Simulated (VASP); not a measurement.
# Al3P2 (P4/mmm) in VASP: a series of runs

Runs on Al3P2. Level: PBE. Tasks: single point, relaxation of cell and atoms.

Everything below comes from runs of VASP 6.6.1. Logs are shortened: lines on timing, memory, paths and dates and some standing lists are left out, and cuts for length are marked.

## 1. The cell of the first run

Symmetry: P4/mmm, No. 123, tetragonal system. The conventional cell has a = 3.430 Å, b = 3.430 Å, c = 7.246 Å, α = 90.00°, β = 90.00°, γ = 90.00°. Within 3.8 Å of Al (site symmetry 4/mmm) lie 12 Al at 2.87 to 3.43 Å. Al (site symmetry 4mm) has 4 P at 2.70 Å and 9 Al at 2.87 to 3.43 Å within 3.6 Å. P (site symmetry mmm) has 4 P at 2.43 Å and 4 Al at 2.70 Å within 3.2 Å.

The cell was generated, and may not be a known phase.

## 2. Single point, PBE

INCAR

```
SYSTEM = Al3P2
PREC     = Accurate       ! precision mode
ENCUT    = 520            ! plane-wave cutoff, eV
EDIFF    = 1E-6           ! SCF threshold, eV
ISMEAR   = 0              ! smearing method
SIGMA    = 0.1            ! smearing width, eV
LREAL    = .False.        ! projectors in reciprocal space
LASPH    = .True.         ! aspherical terms in the spheres
NELM     = 100            ! most SCF steps
ALGO     = Normal         ! electronic algorithm
ISIF     = 2              ! what is computed and relaxed
LWAVE    = .False.        ! write WAVECAR
LCHARG   = .False.        ! write CHGCAR
GGA      = PE             ! functional
NBANDS   = 18             ! bands
```

KPOINTS

```
regular mesh
0
Gamma
  12 12 6
  0 0 0
```

POSCAR

```
Al3P2
1.0
    3.4303295987      0.0000000000      0.0000000000
    0.0000000000      3.4303295987      0.0000000000
    0.0000000000      0.0000000000      7.2464659989
Al P
3 2
Direct
    0.5000000000      0.5000000000      0.0000000000
    0.0000000000      0.0000000000      0.2118708538
    0.0000000000      0.0000000000      0.7881291462
    0.0000000000      0.5000000000      0.5000000000
    0.5000000000      0.0000000000      0.5000000000
```

Potentials or basis: VASP PAW PBE potentials, release 64 (Al, P).

The run is started by

```console
cat potpaw_PBE.64/Al/POTCAR potpaw_PBE.64/P/POTCAR > POTCAR
mpirun -np 1 vasp_std > vasp.out
```

OUTCAR:

```text
SYSTEM = Al3P2
   PREC = Accurate
   ENCUT = 520
   EDIFF = 1E-6
   ISMEAR = 0
   LREAL = .False.
   LASPH = .True.
   NELM = 100
   ISIF = 2
   GGA = PE

 ion  position               nearest neighbor table
   1  0.500  0.500  0.000-   2 2.87   3 2.87   2 2.87   3 2.87   2 2.87   3 2.87   2 2.87   3 2.87

   2  0.000  0.000  0.212-   4 2.70   5 2.70   4 2.70   5 2.70   1 2.87   1 2.87   1 2.87   1 2.87
                             3 3.07
   3  0.000  0.000  0.788-   4 2.70   5 2.70   4 2.70   5 2.70   1 2.87   1 2.87   1 2.87   1 2.87
                             2 3.07
   4  0.000  0.500  0.500-   5 2.43   5 2.43   5 2.43   5 2.43   3 2.70   3 2.70   2 2.70   2 2.70

   5  0.500  0.000  0.500-   4 2.43   4 2.43   4 2.43   4 2.43   2 2.70   3 2.70   2 2.70   3 2.70

  LATTYP: Found a simple tetragonal cell.
 ALAT       =     3.4303295987
 C/A-ratio  =     2.1124693096

  Lattice vectors:

 A1 = (   3.4303295987,   0.0000000000,   0.0000000000)
 A2 = (   0.0000000000,   3.4303295987,   0.0000000000)
 A3 = (   0.0000000000,   0.0000000000,   7.2464659989)

Analysis of symmetry for initial positions (statically):
=====================================================================
 Subroutine PRICEL returns:
 Original cell was already a primitive cell.

 Routine SETGRP: Setting up the symmetry group for a
 simple tetragonal supercell.

 Subroutine GETGRP returns: Found 16 space group operations
 (whereof 16 operations were pure point group operations)
 out of a pool of 16 trial point group operations.

The static configuration has the point symmetry D_4h.

Analysis of symmetry for dynamics (positions and initial velocities):
=====================================================================
 Subroutine PRICEL returns:
 Original cell was already a primitive cell.

 Routine SETGRP: Setting up the symmetry group for a
 simple tetragonal supercell.

 Subroutine GETGRP returns: Found 16 space group operations
 (whereof 16 operations were pure point group operations)
 out of a pool of 16 trial point group operations.

The dynamic configuration has the point symmetry D_4h.

 Subroutine INISYM returns: Found 16 space group operations
 (whereof 16 operations are pure point group operations),
 and found     1 'primitive' translations

----------------------------------------------------------------------------------------

                                     Primitive cell

  volume of cell :      85.2703

  direct lattice vectors                    reciprocal lattice vectors
     3.430329599  0.000000000  0.000000000     0.291517177  0.000000000  0.000000000
     0.000000000  3.430329599  0.000000000     0.000000000  0.291517177  0.000000000
     0.000000000  0.000000000  7.246465999     0.000000000  0.000000000  0.137998302

  length of vectors
     3.430329599  3.430329599  7.246465999     0.291517177  0.291517177  0.137998302

  position of ions in fractional coordinates (direct lattice)
     0.500000000  0.500000000  0.000000000
     0.000000000  0.000000000  0.211870854
     0.000000000  0.000000000  0.788129146
     0.000000000  0.500000000  0.500000000
     0.500000000  0.000000000  0.500000000

  ion indices of the primitive-cell ions
   primitive index   ion index
                 1           1
                 2           2
                 3           3
                 4           4
                 5           5

----------------------------------------------------------------------------------------

 KPOINTS: regular mesh

Automatic generation of k-mesh.
 Grid dimensions read from file:
 generate k-points for:   12   12    6

 Generating k-lattice:

  Cartesian coordinates                     Fractional coordinates (reciprocal lattice)
     0.024293098  0.000000000  0.000000000     0.083333333  0.000000000  0.000000000
     0.000000000  0.024293098  0.000000000     0.000000000  0.083333333  0.000000000
     0.000000000  0.000000000  0.022999717     0.000000000  0.000000000  0.166666667

  Length of vectors
     0.024293098  0.024293098  0.022999717

  Shift w.r.t. Gamma in fractional coordinates (k-lattice)
     0.000000000  0.000000000  0.000000000

 Subroutine IBZKPT returns following result:
 ===========================================

 Found    112 irreducible k-points:

 Following reciprocal coordinates:
            Coordinates               Weight
  0.000000  0.000000  0.000000      1.000000
  0.083333  0.000000  0.000000      4.000000
  0.166667  0.000000  0.000000      4.000000
  0.250000  0.000000  0.000000      4.000000
  0.333333  0.000000  0.000000      4.000000
  0.416667  0.000000  0.000000      4.000000
[... 16 lines left out ...]
  0.333333  0.333333  0.000000      4.000000
  0.416667  0.333333  0.000000      8.000000
 [... further k-points ...]
   k-points           NKPTS =    112   k-points in BZ     NKDIM =    112   number of bands    NBANDS=     18
   number of dos      NEDOS =    301   number of ions     NIONS =      5
   total plane-waves  NPLWV =  42336
   dimension x,y,z NGX =    28 NGY =   28 NGZ =   54
   dimension x,y,z NGXF=    56 NGYF=   56 NGZF=  108
   ions per type =               3   2
   NGX,Y,Z   is equivalent  to a cutoff of  13.57, 13.57, 12.39 a.u.
   NGXF,Y,Z  is equivalent  to a cutoff of  27.14, 27.14, 24.78 a.u.
 SYSTEM =  Al3P2
   PREC   = accura    normal or accurate (medium, high low for compatibility)
   ISTART =      0    job   : 0-new  1-cont  2-samecut
   ICHARG =      2    charge: 1-file 2-atom 10-const
   ISPIN  =      1    spin polarized calculation?
   LNONCOLLINEAR =      F non collinear calculations
   LSORBIT =      F    spin-orbit coupling
   LASPH  =      T    aspherical Exc in radial PAW
   ENCUT  =  520.0 eV  38.22 Ry    6.18 a.u.   6.38  6.38 13.47*2*pi/ulx,y,z
   NELM   =    100;   NELMIN=  2; NELMDL= -5     # of ELM steps
   EDIFF  = 0.1E-05   stopping-criterion for ELM
   LREAL  =      F    real-space projection
   EDIFFG = 0.1E-04   stopping-criterion for IOM
   NSW    =      0    number of steps for IOM
   IBRION =     -1    ionic relax: 0-MD 1-quasi-New 2-CG
   NFREE  =      0    steps in history (QN), initial steepest desc. (CG)
   ISIF   =      2    stress and relaxation
   ISYM   =      2    0-nonsym 1-usesym 2-fastsym
   POTIM  = 0.5000    time-step for ionic-motion
   TEBEG  =    0.0;   TEEND  =   0.0 temperature during run
   PSTRESS=    0.0 pullay stress
   NELECT =      19.0000    total number of electrons
   NUPDOWN=      -1.0000    fix difference up-down
   EMIN   =  10.00;   EMAX   =-10.00  energy-range for DOS
   EFERMI =   0.00;   METHOD = LEGACY
   ISMEAR =     0;   SIGMA  =   0.10  broadening in eV -4-tet -1-fermi 0-gaus
   EFERMI_NEDOS =   21; number of points for ismear=-14 and -15
   IALGO  =     38    algorithm
   IMIX   =      4    mixing-type and parameters
     AMIX     =   0.40;   BMIX     =  1.00
     AMIX_MAG =   1.60;   BMIX_MAG =  1.00
  volume/ion in A,a.u.               =      17.05       115.09
  Fermi-wavevector in a.u.,A,eV,Ry     =   0.992491  1.875537 13.402269  0.985039
  Thomas-Fermi vector in A             =   2.124307
   LORBIT       =      0    0 simple, 1 ext, 2 COOP (PROOUT), +10 PAW based schemes
   GGA     = PE    functional components
   LHFCALC =     F    Hartree Fock is set to
   AEXX    =    0.0000 exact exchange contribution
   IVDW    =     0    specifies the selected vdW correction
   LEPSILON=     F    determine dielectric tensor
   LRPA    =     F    only Hartree local field effects (RPA)
 non-spin polarized calculation
 Gauss-broadening in eV      SIGMA  =   0.10
  energy-cutoff  :      520.00
  volume of cell :       85.27
 maximum number of plane-waves:      2323
 NGX is ok and might be reduce to    28
   NGX = 13   NGY = 13   NGZ = 27

 number of electron      18.9999999 magnetization

 Free energy of the ion-electron system (eV)
  ---------------------------------------------------
  ext. energy  EPLUGINS =         0.00000000
  ---------------------------------------------------
  free energy    TOTEN  =       -21.06493677 eV

  energy without entropy =      -21.05245127  energy(sigma->0) =      -21.05869402

 E-fermi :   7.7080     XC(G=0): -10.2335

 val. band max:        7.7060885217   @ k =   0.4167   0.4167   0.3333
 cond. band min:       7.7111370544   @ k =   0.4167   0.3333   0.1667
 fundamental gap:      0.0050485328
 Fermi energy:         7.7079597610

 k-point     1 :       0.0000    0.0000    0.0000
  band No.  band energies     occupation
      1      -7.6319      2.00000
      2      -1.2579      2.00000
      3      -0.7525      2.00000
      4       2.8102      2.00000
      5       3.2596      2.00000
      6       3.2596      2.00000
[... 10 lines left out ...]
     17      13.7832      0.00000
     18      13.7832      0.00000

 k-point     2 :       0.0833    0.0000    0.0000
  band No.  band energies     occupation
      1      -7.5499      2.00000
      2      -1.1716      2.00000
      3      -0.6711      2.00000
      4       1.6377      2.00000
      5       3.3371      2.00000
      6       4.2106      2.00000
[... 10 lines left out ...]
     17      13.1679      0.00000
     18      13.4625      0.00000

 k-point     3 :       0.1667    0.0000    0.0000
  band No.  band energies     occupation
      1      -7.3046      2.00000
      2      -0.9136      2.00000
      3      -0.4277      2.00000
      4       0.2099      2.00000
      5       3.5692      2.00000
      6       5.0603      2.00000
[... 10 lines left out ...]
     17      12.5167      0.00000
     18      14.3080      0.00000

 k-point     4 :       0.2500    0.0000    0.0000
  band No.  band energies     occupation
      1      -6.8975      2.00000
      2      -1.1833      2.00000
      3      -0.4795      2.00000
      4      -0.0255      2.00000
      5       3.9549      2.00000
      6       5.5803      2.00000
[... 375 lines left out ...]
      4       2.4379      2.00000
      5       2.4665      2.00000
      6       2.6990      2.00000
[... 10 lines left out ...]
     17      12.6052      0.00000
     18      13.5681      0.00000

 k-point    23 :       0.3333    0.3333    0.0000
  band No.  band energies     occupation
      1      -5.0689      2.00000
      2      -2.0884      2.00000
      3       0.0900      2.00000
      4       1.4852      2.00000
      5       1.7914      2.00000
      6       3.1772      2.00000
[... 10 lines left out ...]
     17      13.4467      0.00000
     18      13.9273      0.00000

 k-point    24 :       0.4167    0.3333    0.0000
  band No.  band energies     occupation
      1      -4.3857      2.00000
      2      -2.6907      2.00000
      3       0.1586      2.00000
      4       2.0799      2.00000
      5       2.2793      2.00000
      6       2.4586      2.00000
[... 10 lines left out ...]
     17      13.4084      0.00000
     18      13.8359      0.00000

 [... further k-points ...]
[... 5 lines left out ...]
  --------------------------------------------------------------------------------------
  -------------------------------------------------------------------------------------
  Total       -0.0783074     -0.0783074     -0.0206101      0.0000000     -0.0000000     -0.0000000
  in kB       -1.4713490     -1.4713490     -0.3872515      0.0000000     -0.0000000     -0.0000000
  external PRESSURE =      -1.1099832 kB  Pullay stress =       0.0000000 kB

 VOLUME and BASIS-vectors are now :
 -----------------------------------------------------------------------------
  energy-cutoff  :      520.00
  volume of cell :       85.27
      direct lattice vectors                 reciprocal lattice vectors
     3.430329599  0.000000000  0.000000000     0.291517177  0.000000000  0.000000000
     0.000000000  3.430329599  0.000000000     0.000000000  0.291517177  0.000000000
     0.000000000  0.000000000  7.246465999     0.000000000  0.000000000  0.137998302

 POSITION                                       TOTAL-FORCE (eV/Angst)
 -----------------------------------------------------------------------------------
      1.71516      1.71516      0.00000         0.000000     -0.000000      0.000000
      0.00000      0.00000      1.53531         0.000000      0.000000      0.004859
      0.00000      0.00000      5.71115         0.000000     -0.000000     -0.004859
      0.00000      1.71516      3.62323         0.000000     -0.000000      0.000000
      1.71516      0.00000      3.62323         0.000000     -0.000000      0.000000
 -----------------------------------------------------------------------------------
    total drift:                               -0.000000     -0.000000      0.000000

  FREE ENERGIE OF THE ION-ELECTRON SYSTEM (eV)
  ---------------------------------------------------
  free  energy   TOTEN  =       -21.0649367671 eV

  energy  without entropy=      -21.0524512667  energy(sigma->0) =      -21.05869402
```

Wall time 2.4 min (1 thread of Intel Xeon 8259CL, shared host); peak memory 0.28 GiB.

What came out:

```
Free energy            : -21.0649 eV
Pressure               : -0.1 GPa
Largest force          : 0.005 eV/Å
Band gap on the k mesh : zero (an odd number of electrons rules out a gap without spin polarisation)
```

Forces in eV/Å, atoms in the order of the input:
```
Al   0.000  0.000  0.000
Al   0.000  0.000  0.005
Al   0.000  0.000 -0.005
P    0.000  0.000  0.000
P    0.000  0.000  0.000
```

Levels at points of the mesh, in eV from the Fermi level:
```
           k point  band 6  band 7  band 8  band 9  band 10  band 11  band 12  band 13
(0.00, 0.00, 0.00)   -4.45   -2.08   -0.39    1.02     1.26     2.16     2.16     3.36
(0.50, 0.00, 0.00)   -4.98   -1.98   -1.26    0.02     0.68     0.69     0.75     2.30
(0.50, 0.50, 0.00)   -3.52   -3.12   -2.90   -2.90    -2.46    -2.44     0.07     3.07
(0.00, 0.00, 0.50)   -4.44   -4.44    0.84    0.84     1.66     1.66     3.91     4.87
(0.50, 0.00, 0.50)   -2.97   -2.34   -1.99   -1.98    -1.26     0.05     0.89     4.09
(0.50, 0.50, 0.50)   -4.21   -3.94   -2.75   -1.18    -1.18    -0.29     0.54     0.54
```

[end of part 1 of 2]

The gap in the log of VASP goes by the Fermi energy; the results here count the filled bands.